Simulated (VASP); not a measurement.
# Be (Im-3m) in VASP: a series of runs

Be is run at these levels: RPBE; tasks: single point.

Everything below comes from runs of VASP 6.6.1. Logs are shortened: lines on timing, memory, paths and dates and some standing lists are left out, and cuts for length are marked.

## Step 1: The cell of the first run

Symmetry: Im-3m, No. 229, cubic system. Conventional cell: a = 2.418 Å, b = 2.418 Å, c = 2.418 Å, α = 90.00°, β = 90.00°, γ = 90.00°. Be (site symmetry m-3m) has 14 Be at 2.09 to 2.42 Å within 2.8 Å.

## Step 2: Single point, RPBE (volume scaled by 0.88)

The input, INCAR:

```
PREC = Accurate ; ENCUT = 520
EDIFF = 1E-6 ; ISMEAR = -1
SIGMA = 0.1 ; LREAL = F
LASPH = T ; NELM = 80
ALGO = Normal ; ISIF = 2
LWAVE = F ; LCHARG = T
GGA = RP ; LELF = T
LVHAR = T ; NBANDS = 7
```

The input, KPOINTS:

```
regular mesh
0
Gamma
  20 20 20
```

The input, POSCAR:

```
Be
1.0
   -1.2091393427      1.2091393427      1.2091393427
    1.2091393427     -1.2091393427      1.2091393427
    1.2091393427      1.2091393427     -1.2091393427
Be
1
Direct
    0.0000000000      0.0000000000      0.0000000000
```

Potentials or basis: VASP PAW PBE potentials, release 64 (Be).

Launch:

```bash
$ cat potpaw_PBE.64/Be/POTCAR > POTCAR
$ mpirun -np 1 vasp_std > vasp.out
```

OUTCAR:

```text
PREC = Accurate
   ENCUT = 520
   EDIFF = 1E-6
   ISMEAR = -1
   LREAL = F
   LASPH = T
   NELM = 80
   ISIF = 2
   GGA = RP

 ion  position               nearest neighbor table
   1  0.000  0.000  0.000-

  LATTYP: Found a body centered cubic cell.
 ALAT       =     2.4182786854

  Lattice vectors:

 A1 = (  -1.2091393427,   1.2091393427,   1.2091393427)
 A2 = (   1.2091393427,  -1.2091393427,   1.2091393427)
 A3 = (   1.2091393427,   1.2091393427,  -1.2091393427)

Analysis of symmetry for initial positions (statically):
=====================================================================
 Subroutine PRICEL returns:
 Original cell was already a primitive cell.

 Routine SETGRP: Setting up the symmetry group for a
 body centered cubic supercell.

 Subroutine GETGRP returns: Found 48 space group operations
 (whereof 48 operations were pure point group operations)
 out of a pool of 48 trial point group operations.

The static configuration has the point symmetry O_h .

Analysis of symmetry for dynamics (positions and initial velocities):
=====================================================================
 Subroutine PRICEL returns:
 Original cell was already a primitive cell.

 Routine SETGRP: Setting up the symmetry group for a
 body centered cubic supercell.

 Subroutine GETGRP returns: Found 48 space group operations
 (whereof 48 operations were pure point group operations)
 out of a pool of 48 trial point group operations.

The dynamic configuration has the point symmetry O_h .

 Subroutine INISYM returns: Found 48 space group operations
 (whereof 48 operations are pure point group operations),
 and found     1 'primitive' translations

----------------------------------------------------------------------------------------

                                     Primitive cell

  volume of cell :       7.0711

  direct lattice vectors                    reciprocal lattice vectors
    -1.209139343  1.209139343  1.209139343     0.000000000  0.413517270  0.413517270
     1.209139343 -1.209139343  1.209139343     0.413517270  0.000000000  0.413517270
     1.209139343  1.209139343 -1.209139343     0.413517270  0.413517270  0.000000000

  length of vectors
     2.094290775  2.094290775  2.094290775     0.584801731  0.584801731  0.584801731

  position of ions in fractional coordinates (direct lattice)
     0.000000000  0.000000000  0.000000000

  ion indices of the primitive-cell ions
   primitive index   ion index
                 1           1

----------------------------------------------------------------------------------------

 KPOINTS: regular mesh

Automatic generation of k-mesh.
 Grid dimensions read from file:
 generate k-points for:   20   20   20

 Generating k-lattice:

  Cartesian coordinates                     Fractional coordinates (reciprocal lattice)
     0.000000000  0.020675863  0.020675863     0.050000000  0.000000000  0.000000000
     0.020675863  0.000000000  0.020675863     0.000000000  0.050000000  0.000000000
     0.020675863  0.020675863  0.000000000     0.000000000  0.000000000  0.050000000

  Length of vectors
     0.029240087  0.029240087  0.029240087

  Shift w.r.t. Gamma in fractional coordinates (k-lattice)
     0.000000000  0.000000000  0.000000000

 Subroutine IBZKPT returns following result:
 ===========================================

 Found    256 irreducible k-points:

 Following reciprocal coordinates:
            Coordinates               Weight
  0.000000  0.000000  0.000000      1.000000
  0.050000  0.000000  0.000000     12.000000
  0.100000  0.000000  0.000000     12.000000
  0.150000  0.000000  0.000000     12.000000
  0.200000  0.000000  0.000000     12.000000
  0.250000  0.000000  0.000000     12.000000
[... 16 lines left out ...]
  0.200000  0.100000  0.000000     48.000000
  0.250000  0.100000  0.000000     48.000000
 [... further k-points ...]
   k-points           NKPTS =    256   k-points in BZ     NKDIM =    256   number of bands    NBANDS=      7
   number of dos      NEDOS =    301   number of ions     NIONS =      1
   total plane-waves  NPLWV =   4096
   dimension x,y,z NGX =    16 NGY =   16 NGZ =   16
   dimension x,y,z NGXF=    32 NGYF=   32 NGZF=   32
   ions per type =               1
   NGX,Y,Z   is equivalent  to a cutoff of  12.70, 12.70, 12.70 a.u.
   NGXF,Y,Z  is equivalent  to a cutoff of  25.40, 25.40, 25.40 a.u.
 SYSTEM =  unknown system
   PREC   = accura    normal or accurate (medium, high low for compatibility)
   ISTART =      0    job   : 0-new  1-cont  2-samecut
   ICHARG =      2    charge: 1-file 2-atom 10-const
   ISPIN  =      1    spin polarized calculation?
   LNONCOLLINEAR =      F non collinear calculations
   LSORBIT =      F    spin-orbit coupling
   LASPH  =      T    aspherical Exc in radial PAW
   ENCUT  =  520.0 eV  38.22 Ry    6.18 a.u.   3.89  3.89  3.89*2*pi/ulx,y,z
   NELM   =     80;   NELMIN=  2; NELMDL= -5     # of ELM steps
   EDIFF  = 0.1E-05   stopping-criterion for ELM
   LREAL  =      F    real-space projection
   EDIFFG = 0.1E-04   stopping-criterion for IOM
   NSW    =      0    number of steps for IOM
   IBRION =     -1    ionic relax: 0-MD 1-quasi-New 2-CG
   NFREE  =      0    steps in history (QN), initial steepest desc. (CG)
   ISIF   =      2    stress and relaxation
   ISYM   =      2    0-nonsym 1-usesym 2-fastsym
   POTIM  = 0.5000    time-step for ionic-motion
   TEBEG  =    0.0;   TEEND  =   0.0 temperature during run
   PSTRESS=    0.0 pullay stress
   NELECT =       2.0000    total number of electrons
   NUPDOWN=      -1.0000    fix difference up-down
   EMIN   =  10.00;   EMAX   =-10.00  energy-range for DOS
   EFERMI =   0.00;   METHOD = LEGACY
   ISMEAR =    -1;   SIGMA  =   0.10  broadening in eV -4-tet -1-fermi 0-gaus
   EFERMI_NEDOS =   21; number of points for ismear=-14 and -15
   IALGO  =     38    algorithm
   IMIX   =      4    mixing-type and parameters
     AMIX     =   0.40;   BMIX     =  1.00
     AMIX_MAG =   1.60;   BMIX_MAG =  1.00
  volume/ion in A,a.u.               =       7.07        47.72
  Fermi-wavevector in a.u.,A,eV,Ry     =   1.074621  2.030738 15.712135  1.154809
  Thomas-Fermi vector in A             =   2.210454
   LORBIT       =      0    0 simple, 1 ext, 2 COOP (PROOUT), +10 PAW based schemes
   GGA     = RP    functional components
   LHFCALC =     F    Hartree Fock is set to
   AEXX    =    0.0000 exact exchange contribution
   IVDW    =     0    specifies the selected vdW correction
   LEPSILON=     F    determine dielectric tensor
   LRPA    =     F    only Hartree local field effects (RPA)
 non-spin polarized calculation
  energy-cutoff  :      520.00
  volume of cell :        7.07
 maximum number of plane-waves:       202
   NGX =  7   NGY =  7   NGZ =  7

 number of electron       2.0000000 magnetization

 Free energy of the ion-electron system (eV)
  ---------------------------------------------------
  ext. energy  EPLUGINS =         0.00000000
  ---------------------------------------------------
  free energy    TOTEN  =        -3.36539236 eV

  energy without entropy =       -3.36188739  energy(sigma->0) =       -3.36363988

 E-fermi :   8.9724     XC(G=0): -10.9853

 val. band max:        8.9519577624   @ k =  -0.3500  -0.4000   0.0500
 cond. band min:       8.9804929404   @ k =   0.3000   0.2500   0.1500
 fundamental gap:      0.0285351780
 Fermi energy:         8.9724253879

 k-point     1 :       0.0000    0.0000    0.0000
  band No.  band energies     occupation
      1      -3.9528      2.00000
      2      30.3334      0.00000
      3      30.3334      0.00000
      4      30.3334      0.00000
      5      41.7764      0.00000
      6      41.7764      0.00000
      7      41.7764      0.00000

 k-point     2 :       0.0500    0.0000    0.0000
  band No.  band energies     occupation
      1      -3.8611      2.00000
      2      29.8391      0.00000
      3      29.9199      0.00000
      4      30.2117      0.00000
      5      40.4573      0.00000
      6      40.5684      0.00000
      7      42.4383      0.00000

 k-point     3 :       0.1000    0.0000    0.0000
  band No.  band energies     occupation
      1      -3.5859      2.00000
      2      28.3175      0.00000
      3      28.9036      0.00000
      4      29.8558      0.00000
      5      38.3145      0.00000
      6      38.6447      0.00000
      7      42.3726      0.00000

 k-point     4 :       0.1500    0.0000    0.0000
  band No.  band energies     occupation
      1      -3.1268      2.00000
      2      25.9080      0.00000
      3      27.6503      0.00000
      4      29.3018      0.00000
      5      36.8141      0.00000
      6      37.0318      0.00000
      7      41.9622      0.00000

 k-point     5 :       0.2000    0.0000    0.0000
  band No.  band energies     occupation
      1      -2.4843      2.00000
      2      23.0324      0.00000
      3      26.3926      0.00000
      4      28.6206      0.00000
      5      35.1921      0.00000
      6      36.4691      0.00000
      7      42.0667      0.00000

 k-point     6 :       0.2500    0.0000    0.0000
  band No.  band energies     occupation
      1      -1.6612      2.00000
      2      20.0549      0.00000
      3      25.2464      0.00000
      4      27.9004      0.00000
      5      33.8068      0.00000
      6      36.3461      0.00000
      7      42.6179      0.00000

 k-point     7 :       0.3000    0.0000    0.0000
  band No.  band energies     occupation
      1      -0.6660      2.00000
      2      17.1769      0.00000
      3      24.2688      0.00000
      4      27.2211      0.00000
      5      32.6678      0.00000
      6      36.4886      0.00000
      7      43.5365      0.00000

 k-point     8 :       0.3500    0.0000    0.0000
  band No.  band energies     occupation
      1       0.4771      2.00000
      2      14.5155      0.00000
      3      23.4895      0.00000
      4      26.6431      0.00000
      5      31.7796      0.00000
      6      36.7802      0.00000
      7      44.7376      0.00000

 k-point     9 :       0.4000    0.0000    0.0000
  band No.  band energies     occupation
      1       1.7028      2.00000
      2      12.1825      0.00000
      3      22.9243      0.00000
      4      26.2063      0.00000
      5      31.1441      0.00000
      6      37.1149      0.00000
      7      46.1022      0.00000

 k-point    10 :       0.4500    0.0000    0.0000
  band No.  band energies     occupation
      1       2.8203      2.00000
      2      10.3928      0.00000
      3      22.5823      0.00000
      4      25.9356      0.00000
      5      30.7625      0.00000
      6      37.3820      0.00000
      7      47.3765      0.00000

 k-point    11 :       0.5000    0.0000    0.0000
  band No.  band energies     occupation
      1       3.3381      2.00000
      2       9.6497      0.00229
      3      22.4679      0.00000
      4      25.8440      0.00000
      5      30.6352      0.00000
      6      37.4846      0.00000
      7      47.9704      0.00000
[... 51 lines left out ...]
 k-point    17 :       0.3000    0.0500    0.0000
  band No.  band energies     occupation
      1      -0.0376      2.00000
      2      15.8368      0.00000
      3      23.5177      0.00000
      4      26.1874      0.00000
      5      33.2171      0.00000
      6      36.6507      0.00000
      7      44.1569      0.00000

 k-point    18 :       0.3500    0.0500    0.0000
  band No.  band energies     occupation
      1       1.1633      2.00000
      2      13.3206      0.00000
      3      22.8592      0.00000
      4      25.6276      0.00000
      5      32.5354      0.00000
      6      37.0124      0.00000
      7      45.4301      0.00000

 k-point    19 :       0.4000    0.0500    0.0000
  band No.  band energies     occupation
      1       2.3797      2.00000
      2      11.2134      0.00000
      3      22.4148      0.00000
      4      25.2407      0.00000
      5      32.0749      0.00000
      6      37.3596      0.00000
      7      46.7818      0.00000

 k-point    20 :       0.4500    0.0500    0.0000
  band No.  band energies     occupation
      1       3.2893      2.00000
      2       9.8546      0.00030
      3      22.1911      0.00000
      4      25.0436      0.00000
      5      31.8430      0.00000
      6      37.5747      0.00000
      7      47.8639      0.00000

 k-point    21 :       0.1000    0.1000    0.0000
  band No.  band energies     occupation
      1      -2.8507      2.00000
      2      25.7590      0.00000
      3      25.9602      0.00000
      4      28.3124      0.00000
      5      36.6327      0.00000
      6      37.2165      0.00000
      7      41.9689      0.00000

 k-point    22 :       0.1500    0.1000    0.0000
  band No.  band energies     occupation
      1      -2.2068      2.00000
      2      23.0421      0.00000
      3      24.7027      0.00000
      4      27.3694      0.00000
      5      36.3044      0.00000
      6      36.7064      0.00000
      7      42.2767      0.00000

 k-point    23 :       0.2000    0.1000    0.0000
  band No.  band energies     occupation
      1      -1.3809      2.00000
      2      20.1083      0.00000
      3      23.6161      0.00000
      4      26.4608      0.00000
      5      36.0787      0.00000
      6      36.3265      0.00000
      7      42.8972      0.00000

 k-point    24 :       0.2500    0.1000    0.0000
  band No.  band energies     occupation
      1      -0.3804      2.00000
      2      17.2493      0.00000
      3      22.6943      0.00000
      4      25.6460      0.00000
      5      35.4353      0.00000
      6      36.5807      0.00000
      7      43.7995      0.00000

 [... further k-points ...]
[... 5 lines left out ...]
  --------------------------------------------------------------------------------------
  -------------------------------------------------------------------------------------
  Total        0.8206046      0.8206046      0.8206046      0.0000000     -0.0000000      0.0000000
  in kB      185.9325753    185.9325753    185.9325753      0.0000000     -0.0000000      0.0000000
  external PRESSURE =     185.9325753 kB  Pullay stress =       0.0000000 kB

 VOLUME and BASIS-vectors are now :
 -----------------------------------------------------------------------------
  energy-cutoff  :      520.00
  volume of cell :        7.07
      direct lattice vectors                 reciprocal lattice vectors
    -1.209139343  1.209139343  1.209139343     0.000000000  0.413517270  0.413517270
     1.209139343 -1.209139343  1.209139343     0.413517270  0.000000000  0.413517270
     1.209139343  1.209139343 -1.209139343     0.413517270  0.413517270  0.000000000

 POSITION                                       TOTAL-FORCE (eV/Angst)
 -----------------------------------------------------------------------------------
      0.00000      0.00000      0.00000        -0.000000      0.000000      0.000000
 -----------------------------------------------------------------------------------
    total drift:                               -0.000000     -0.000000      0.000000

  FREE ENERGIE OF THE ION-ELECTRON SYSTEM (eV)
  ---------------------------------------------------
  free  energy   TOTEN  =        -3.3653923586 eV

  energy  without entropy=       -3.3618873930  energy(sigma->0) =       -3.36363988
```

It took 2.6 s on 1 thread of Intel Xeon 6975P-C (Granite Rapids), shared host; peak memory 0.11 GiB.

What came out:

```yaml
Free_energy: -3.3654 eV
Pressure: 18.6 GPa
Band_gap_on_the_k_mesh: zero (band 1 reaches 13.37 eV, above the bottom of band 2 at 7.56 eV)
```

Caveat: the PAW data sets were made with another functional, which shifts forces and pressure a little.

## Step 3: Single point, RPBE (volume scaled by 0.92)

The input, INCAR:

```
  PREC = Accurate
  ENCUT = 520
  EDIFF = 1E-6
  ISMEAR = -1
  SIGMA = 0.1
  LREAL = F
  LASPH = T
  NELM = 100
  ALGO = Normal
  ISIF = 2
  LWAVE = F
  LCHARG = T
  GGA = RP
  LELF = T
  LVHAR = T
  NBANDS = 7
```

KPOINTS is that of step 2.

The input, POSCAR:

```
Be
1.0
   -1.2271888596      1.2271888596      1.2271888596
    1.2271888596     -1.2271888596      1.2271888596
    1.2271888596      1.2271888596     -1.2271888596
Be
1
Direct
    0.0000000000      0.0000000000      0.0000000000
```

Potentials or basis: VASP PAW PBE potentials, release 64 (Be).

Launch:

```bash
$ cat potpaw_PBE.64/Be/POTCAR > POTCAR
$ mpirun -np 1 vasp_std > vasp.out
```

It took 2.6 s on 1 thread of Intel Xeon 6975P-C (Granite Rapids), shared host; peak memory 0.11 GiB.

The run converged. Its results:

| Property | Result |
| --- | --- |
| Free energy | -3.3951 eV |
| Pressure | 11.2 GPa |
| Band gap on the k mesh | zero (band 1 reaches 12.81 eV, above the bottom of band 2 at 7.21 eV) |

Levels at points of the mesh, in eV from the Fermi level:
| k point | band 1 | band 2 | band 3 | band 4 | band 5 |
| --- | --- | --- | --- | --- | --- |
| (0.00, 0.00, 0.00) | -12.66 | 20.60 | 20.60 | 20.60 | 31.87 |
| (0.50, 0.00, 0.00) | -5.45 | 0.53 | 13.02 | 16.32 | 21.08 |
| (0.50, 0.50, 0.50) | 4.24 | 4.24 | 4.24 | 10.03 | 10.03 |

Caveat: the PAW data sets were made with another functional, which shifts forces and pressure a little.

## Step 4: Single point, RPBE (volume scaled by 0.96)

The input, INCAR:

```
SYSTEM = Be
  PREC = Accurate
  ENCUT = 520
  EDIFF = 1E-6
  ISMEAR = -1
  SIGMA = 0.1
  LREAL = .FALSE.
  LASPH = .TRUE.
  NELM = 80
  ALGO = Normal
  ISIF = 2
  LWAVE = .FALSE.
  LCHARG = .FALSE.
  GGA = RP
  NBANDS = 7
```

The input, KPOINTS:

```
Automatic mesh
0
G
  20 20 20
  0 0 0
```

The input, POSCAR:

```
Be
1.0
   -1.2447224979      1.2447224979      1.2447224979
    1.2447224979     -1.2447224979      1.2447224979
    1.2447224979      1.2447224979     -1.2447224979
Be
1
Direct
    0.0000000000      0.0000000000      0.0000000000
```

Launch:

```bash
$ cat potpaw_PBE.64/Be/POTCAR > POTCAR
$ mpirun -np 1 vasp_std > vasp.out
```

Wall time 2.4 s (1 thread of Intel Xeon 6975P-C (Granite Rapids), shared host); peak memory 0.12 GiB.

It converged, with:

```yaml
Free_energy: -3.4112 eV
Pressure: 5.1 GPa
Band_gap_on_the_k_mesh: zero (band 1 reaches 12.29 eV, above the bottom of band 2 at 6.89 eV)
```

Levels at points of the mesh, in eV from the Fermi level:
```csv
k point,band 1,band 2,band 3,band 4
"(0.00, 0.00, 0.00)",-12.40,19.90,19.90,19.90
"(0.50, 0.00, 0.00)",-5.28,0.40,12.59,15.81
"(0.50, 0.50, 0.50)",4.10,4.10,4.10,9.82
```

Caveat: the PAW data sets were made with another functional, which shifts forces and pressure a little.

## Step 5: The runs side by side

```csv
cell,gap on the mesh (eV),pressure (GPa)
"a = 2.094 Å, angles 109.5°, 1 atom",none,18.6
"a = 2.126 Å, angles 109.5°, 1 atom",none,11.2
"a = 2.156 Å, angles 109.5°, 1 atom",none,5.1
```

Alike in all rows: task single point; level RPBE; potentials or basis VASP PAW PBE potentials, release 64 (Be); no spin polarisation; k mesh 20 × 20 × 20; cutoff (eV) 520; smearing fermi-dirac 0.1 eV.

Caveats: the PAW data sets were made with another functional, which shifts forces and pressure a little.

Absolute energies hang on the potentials; compare differences alone.
